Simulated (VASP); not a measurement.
# CO2 (Pbcn) in VASP: a series of runs, part 2 of 2

VASP 6.6.1. The steps go on from the part before.

## (3) Electric field gradients, PBE

File INCAR:

```
SYSTEM = CO2
PREC = Accurate ; ENCUT = 520
EDIFF = 1E-8 ; ISMEAR = -1
SIGMA = 0.02 ; LREAL = .False.
LASPH = .True. ; NELM = 60
ALGO = Normal ; ISIF = 2
LWAVE = .False. ; LCHARG = .False.
GGA = PE ; LEFG = .True.
NBANDS = 44
```

File KPOINTS:

```
Automatic mesh
0
Gamma
  5 4 4
  0.5 0.5 0.5
```

File POSCAR:

```
CO2
1.0
    4.7845453300      0.0000000000      0.0000000000
    0.0000000000      6.3155396400      0.0000000000
    0.0000000000      0.0000000000      5.6788908400
C O
4 8
Direct
    0.5000000000      0.8529985200      0.7500000000
    0.0000000000      0.3529985200      0.7500000000
    0.0000000000      0.6470014800      0.2500000000
    0.5000000000      0.1470014800      0.2500000000
    0.7009711200      0.1463284600      0.1335830200
    0.2990288800      0.1463284600      0.3664169800
    0.7990288800      0.6463284600      0.1335830200
    0.2009711200      0.3536715400      0.8664169800
    0.2009711200      0.6463284600      0.3664169800
    0.7990288800      0.3536715400      0.6335830200
    0.7009711200      0.8536715400      0.6335830200
    0.2990288800      0.8536715400      0.8664169800
```

Potentials or basis: VASP PAW PBE potentials, release 64 (C, O).

Started as:

```bash
cat potpaw_PBE.64/C/POTCAR potpaw_PBE.64/O/POTCAR > POTCAR
mpirun -np 1 vasp_std > vasp.out
```

OUTCAR:

```text
SYSTEM = CO2
   PREC = Accurate
   ENCUT = 520
   EDIFF = 1E-8
   ISMEAR = -1
   LREAL = .False.
   LASPH = .True.
   NELM = 60
   ISIF = 2
   GGA = PE

 ion  position               nearest neighbor table
   1  0.500  0.853  0.750-  11 1.17  12 1.17
   2  0.000  0.353  0.750-   8 1.17  10 1.17
   3  0.000  0.647  0.250-   7 1.17   9 1.17
   4  0.500  0.147  0.250-   5 1.17   6 1.17
   5  0.701  0.146  0.134-   4 1.17
   6  0.299  0.146  0.366-   4 1.17
   7  0.799  0.646  0.134-   3 1.17
   8  0.201  0.354  0.866-   2 1.17
   9  0.201  0.646  0.366-   3 1.17
  10  0.799  0.354  0.634-   2 1.17
  11  0.701  0.854  0.634-   1 1.17
  12  0.299  0.854  0.866-   1 1.17

  LATTYP: Found a simple orthorhombic cell.
 ALAT       =     4.7845453300
 B/A-ratio  =     1.1869238242
 C/A-ratio  =     1.3199874187

  Lattice vectors:

 A1 = (  -4.7845453300,   0.0000000000,   0.0000000000)
 A2 = (   0.0000000000,   0.0000000000,   5.6788908400)
[... 800 lines left out ...]
 ion       V_xx      V_yy      V_zz      V_xy      V_xz      V_yz
---------------------------------------------------------------------
   1     -25.537    25.066     0.471     0.000    35.061     0.000
   2     -25.537    25.066     0.471    -0.000   -35.061     0.000
   3     -25.537    25.066     0.471     0.000   -35.061     0.000
   4     -25.537    25.066     0.471    -0.000    35.061    -0.000
   5      33.898   -32.574    -1.324    -0.774   -48.089     0.339
   6      33.898   -32.574    -1.324     0.774   -48.089    -0.339
   7      33.898   -32.574    -1.324     0.774    48.089     0.339
   8      33.898   -32.574    -1.324     0.774    48.089     0.339
   9      33.898   -32.574    -1.324    -0.774    48.089    -0.339
  10      33.898   -32.574    -1.324    -0.774    48.089    -0.339
  11      33.898   -32.574    -1.324     0.774   -48.089    -0.339
  12      33.898   -32.574    -1.324    -0.774   -48.089     0.339
---------------------------------------------------------------------

 Electric field gradients after diagonalization (V/A^2)
 (convention: |V_zz| > |V_xx| > |V_yy|)
----------------------------------------------------------------------
 ion       V_xx      V_yy      V_zz     asymmetry (V_yy - V_xx)/ V_zz
----------------------------------------------------------------------
   1      25.066    24.862   -49.928       0.004
   2      25.066    24.862   -49.928       0.004
   3      25.066    24.862   -49.928       0.004
   4      25.066    24.862   -49.928       0.004
   5     -34.937   -32.569    67.506       0.035
   6     -34.937   -32.569    67.506       0.035
   7     -34.937   -32.569    67.506       0.035
   8     -34.937   -32.569    67.506       0.035
   9     -34.937   -32.569    67.506       0.035
  10     -34.937   -32.569    67.506       0.035
  11     -34.937   -32.569    67.506       0.035
  12     -34.937   -32.569    67.506       0.035
----------------------------------------------------------------------

           NMR quadrupolar parameters

 Cq : quadrupolar parameter    Cq=e*Q*V_zz/h
 eta: asymmetry parameters     (V_yy - V_xx)/ V_zz
 Q  : nuclear electric quadrupole moment in mb (millibarn)
----------------------------------------------------------------------
 ion       Cq(MHz)       eta       Q (mb)
----------------------------------------------------------------------
   1      -0.121       0.004       1.000
   2      -0.121       0.004       1.000
   3      -0.121       0.004       1.000
   4      -0.121       0.004       1.000
   5       0.163       0.035       1.000
   6       0.163       0.035       1.000
   7       0.163       0.035       1.000
   8       0.163       0.035       1.000
   9       0.163       0.035       1.000
  10       0.163       0.035       1.000
  11       0.163       0.035       1.000
  12       0.163       0.035       1.000
----------------------------------------------------------------------
```

OSZICAR:

```text
N       E                     dE             d eps       ncg     rms          rms(c)
DAV:   1     0.409596632706E+03    0.40960E+03   -0.34027E+04  1064   0.133E+03
DAV:   2    -0.685990086174E+02   -0.47820E+03   -0.46544E+03  1428   0.320E+02
DAV:   3    -0.980113840599E+02   -0.29412E+02   -0.29194E+02  1232   0.828E+01
DAV:   4    -0.983686226150E+02   -0.35724E+00   -0.35618E+00  1200   0.103E+01
DAV:   5    -0.983742915369E+02   -0.56689E-02   -0.56683E-02  1208   0.126E+00    0.191E+01
DAV:   6    -0.924227484096E+02    0.59515E+01   -0.18053E+01  1180   0.225E+01    0.877E+00
DAV:   7    -0.920259004723E+02    0.39685E+00   -0.91287E-01  1236   0.525E+00    0.491E+00
DAV:   8    -0.919256371723E+02    0.10026E+00   -0.68003E-01  1192   0.392E+00    0.105E+00
DAV:   9    -0.919106321756E+02    0.15005E-01   -0.51477E-02  1136   0.125E+00    0.422E-01
DAV:  10    -0.919114072550E+02   -0.77508E-03   -0.11578E-02  1236   0.482E-01    0.859E-02
DAV:  11    -0.919116915024E+02   -0.28425E-03   -0.31139E-04  1168   0.101E-01    0.359E-02
DAV:  12    -0.919117623260E+02   -0.70824E-04   -0.55039E-05  1200   0.413E-02    0.747E-03
DAV:  13    -0.919117624375E+02   -0.11151E-06   -0.51245E-06  1212   0.128E-02    0.197E-03
DAV:  14    -0.919117624497E+02   -0.12183E-07   -0.80917E-07  1160   0.492E-03    0.109E-03
DAV:  15    -0.919117624680E+02   -0.18304E-07   -0.27219E-08   980   0.988E-04    0.455E-04
DAV:  16    -0.919117625068E+02   -0.38766E-07   -0.16426E-08   684   0.691E-04    0.114E-04
DAV:  17    -0.919117625016E+02    0.52196E-08   -0.15936E-09   528   0.227E-04
   1 F= -.91911763E+02 E0= -.91911763E+02  d E =-.425020E-11
```

stdout:

```text
POSCAR found type information on POSCAR C O
 POSCAR found :  2 types and      12 ions
 scaLAPACK will be used
 LDA part: xc-table for (Slater+PW92), standard interpolation
 POSCAR, INCAR and KPOINTS ok, starting setup
 FFT: planning ... GRIDC
 FFT: planning ... GRID_SOFT
 FFT: planning ... GRID
 WAVECAR not read
 entering main loop
ion   1

ion   2

ion   3

ion   4

ion   5
     0.0000293     0.2211760    -0.0512708     0.1385300     4.2745285    -2.6011575
     0.0000403     0.2211759    -0.0512708     0.1385300     4.2745284    -2.6011574
     0.0000555     0.2211759    -0.0512708     0.1385300     4.2745283    -2.6011574
     0.0000765     0.2211759    -0.0512708     0.1385299     4.2745280    -2.6011572
[... 72 lines left out ...]
ion  12
     0.0000293     0.2211760    -0.0512708     0.1385300     4.2745285    -2.6011575
     0.0000403     0.2211759    -0.0512708     0.1385300     4.2745284    -2.6011574
     0.0000555     0.2211759    -0.0512708     0.1385300     4.2745283    -2.6011574
     0.0000765     0.2211759    -0.0512708     0.1385299     4.2745280    -2.6011572

     0.0000293     0.6950666    -0.2438650     0.7153073    29.6363422   -19.9568229
     0.0000403     0.6950665    -0.2438650     0.7153071    29.6363357   -19.9568185
     0.0000555     0.6950663    -0.2438649     0.7153069    29.6363247   -19.9568109
     0.0000765     0.6950660    -0.2438648     0.7153064    29.6363062   -19.9567983
```

It took 82 s on 1 thread of Intel Xeon 6975P-C (Granite Rapids), shared host; peak memory 0.25 GiB.

What came out:

```yaml
Free_energy: -91.9118 eV
Pressure: 4.0 GPa
Largest_force: 0.788 eV/Å
Band_gap_on_the_k_mesh: 6.97 eV
Largest_electric_field_gradient_by_atom: C -49.9; O +67.5 V/Å²
```

Forces on the atoms (eV/Å):
```
C    0.000 -0.023  0.000
C    0.000 -0.023  0.000
C    0.000  0.023  0.000
C    0.000  0.023  0.000
O    0.663 -0.008 -0.426
O   -0.663 -0.008  0.426
O   -0.663 -0.008 -0.426
O    0.663  0.008  0.426
O    0.663 -0.008  0.426
O   -0.663  0.008 -0.426
O    0.663  0.008 -0.426
O   -0.663  0.008  0.426
```

Levels at points of the mesh, in eV from the valence-band top:
```
           k point  band 29  band 30  band 31  band 32  band 33  band 34  band 35  band 36
(0.10, 0.12, 0.12)    -0.29    -0.18    -0.07     0.00     6.97     7.87     8.04     8.08
```

Electric field gradients, principal values (V/Å²):
| atom | least | middle | greatest (by size) |
| --- | --- | --- | --- |
| 1 C | 24.862 | 25.066 | -49.928 |
| 2 C | 24.862 | 25.066 | -49.928 |
| 3 C | 24.862 | 25.066 | -49.928 |
| 4 C | 24.862 | 25.066 | -49.928 |
| 5 O | -32.569 | -34.937 | 67.506 |
| 6 O | -32.569 | -34.937 | 67.506 |
| 7 O | -32.569 | -34.937 | 67.506 |
| 8 O | -32.569 | -34.937 | 67.506 |
| 9 O | -32.569 | -34.937 | 67.506 |
| 10 O | -32.569 | -34.937 | 67.506 |
| 11 O | -32.569 | -34.937 | 67.506 |
| 12 O | -32.569 | -34.937 | 67.506 |

Caveat: the cell stands under pressure; this functional lacks dispersion, which holds the molecules together, so the pressure and a relaxed volume are unreliable; without QUAD_EFG the Cq values of the log hold for a quadrupole moment of 1 mb, not for the nuclei; a shifted mesh leaves out Γ, where band edges can lie. A k mesh can miss the band edges.

## (4) Electric field gradients, PBE

File INCAR:

```
SYSTEM = CO2
PREC = Accurate
ENCUT = 520
EDIFF = 1E-8
ISMEAR = -1
SIGMA = 0.02
LREAL = .False.
LASPH = .True.
NELM = 80
ALGO = Normal
ISIF = 2
LWAVE = .False.
LCHARG = .False.
GGA = PE
LEFG = .True.
NBANDS = 44
```

File KPOINTS:

```
regular mesh
0
Gamma
  5 4 4
  0 0 0
```

POSCAR is that of step 3.

Potentials or basis: VASP PAW PBE potentials, release 64 (C, O).

Started as:

```bash
cat potpaw_PBE.64/C/POTCAR potpaw_PBE.64/O/POTCAR > POTCAR
mpirun -np 1 vasp_std > vasp.out
```

OUTCAR:

```text
SYSTEM = CO2
   PREC = Accurate
   ENCUT = 520
   EDIFF = 1E-8
   ISMEAR = -1
   LREAL = .False.
   LASPH = .True.
   NELM = 80
   ISIF = 2
   GGA = PE

 ion  position               nearest neighbor table
   1  0.500  0.853  0.750-  11 1.17  12 1.17
   2  0.000  0.353  0.750-   8 1.17  10 1.17
   3  0.000  0.647  0.250-   7 1.17   9 1.17
   4  0.500  0.147  0.250-   5 1.17   6 1.17
   5  0.701  0.146  0.134-   4 1.17
   6  0.299  0.146  0.366-   4 1.17
   7  0.799  0.646  0.134-   3 1.17
   8  0.201  0.354  0.866-   2 1.17
   9  0.201  0.646  0.366-   3 1.17
  10  0.799  0.354  0.634-   2 1.17
  11  0.701  0.854  0.634-   1 1.17
  12  0.299  0.854  0.866-   1 1.17

[... 1406 lines left out ...]
----------------------------------------------------------------------
 ion       V_xx      V_yy      V_zz     asymmetry (V_yy - V_xx)/ V_zz
----------------------------------------------------------------------
   1      25.064    24.862   -49.926       0.004
   2      25.064    24.862   -49.926       0.004
   3      25.064    24.862   -49.926       0.004
   4      25.064    24.862   -49.926       0.004
   5     -34.938   -32.575    67.512       0.035
   6     -34.938   -32.575    67.512       0.035
   7     -34.938   -32.575    67.512       0.035
   8     -34.938   -32.575    67.512       0.035
   9     -34.938   -32.575    67.512       0.035
  10     -34.938   -32.575    67.512       0.035
  11     -34.938   -32.575    67.512       0.035
  12     -34.938   -32.575    67.512       0.035
----------------------------------------------------------------------

           NMR quadrupolar parameters

 Cq : quadrupolar parameter    Cq=e*Q*V_zz/h
 eta: asymmetry parameters     (V_yy - V_xx)/ V_zz
 Q  : nuclear electric quadrupole moment in mb (millibarn)
----------------------------------------------------------------------
 ion       Cq(MHz)       eta       Q (mb)
----------------------------------------------------------------------
   1      -0.121       0.004       1.000
   2      -0.121       0.004       1.000
   3      -0.121       0.004       1.000
   4      -0.121       0.004       1.000
   5       0.163       0.035       1.000
   6       0.163       0.035       1.000
   7       0.163       0.035       1.000
   8       0.163       0.035       1.000
   9       0.163       0.035       1.000
  10       0.163       0.035       1.000
  11       0.163       0.035       1.000
  12       0.163       0.035       1.000
----------------------------------------------------------------------
```

It took 2.4 min on 1 thread of Intel Xeon 6975P-C (Granite Rapids), shared host; peak memory 0.31 GiB.

Results:

| Property | Result |
| --- | --- |
| Free energy | -91.9119 eV |
| Pressure | 4.0 GPa |
| Largest force | 0.788 eV/Å |
| Band gap on the k mesh | 6.66 eV (least direct gap 6.66 eV) |
| Largest electric field gradient by atom | C -49.9; O +67.5 V/Å² |

Forces on the atoms (eV/Å):
```
C    0.000 -0.023  0.000
C    0.000 -0.023  0.000
C    0.000  0.023  0.000
C    0.000  0.023  0.000
O    0.663 -0.008 -0.426
O   -0.663 -0.008  0.426
O   -0.663 -0.008 -0.426
O    0.663  0.008  0.426
O    0.663 -0.008  0.426
O   -0.663  0.008 -0.426
O    0.663  0.008 -0.426
O   -0.663  0.008  0.426
```

Levels at points of the mesh, in eV from the valence-band top:
```tsv
k point	band 28	band 29	band 30	band 31	band 32	band 33	band 34	band 35	band 36	band 37
(0.00, 0.00, 0.00)	-0.74	-0.34	-0.22	-0.08	-0.01	6.66	7.77	7.95	8.16	8.17
(0.00, 0.50, 0.00)	-0.44	-0.38	-0.38	-0.29	-0.29	7.64	7.64	7.99	7.99	8.21
(0.00, 0.00, 0.50)	-0.64	-0.57	-0.57	-0.02	-0.02	7.80	7.80	8.02	8.02	8.15
(0.00, 0.50, 0.50)	-0.62	-0.40	-0.40	-0.40	-0.40	7.89	7.89	7.89	7.89	8.66
```

Electric field gradients, principal values (V/Å²):
```csv
atom,least,middle,greatest (by size)
1 C,24.862,25.064,-49.926
2 C,24.862,25.064,-49.926
3 C,24.862,25.064,-49.926
4 C,24.862,25.064,-49.926
5 O,-32.575,-34.938,67.512
6 O,-32.575,-34.938,67.512
7 O,-32.575,-34.938,67.512
8 O,-32.575,-34.938,67.512
9 O,-32.575,-34.938,67.512
10 O,-32.575,-34.938,67.512
11 O,-32.575,-34.938,67.512
12 O,-32.575,-34.938,67.512
```

Caveat: the cell stands under pressure; this functional lacks dispersion, which holds the molecules together, so the pressure and a relaxed volume are unreliable; without QUAD_EFG the Cq values of the log hold for a quadrupole moment of 1 mb, not for the nuclei. A k mesh can miss the band edges.
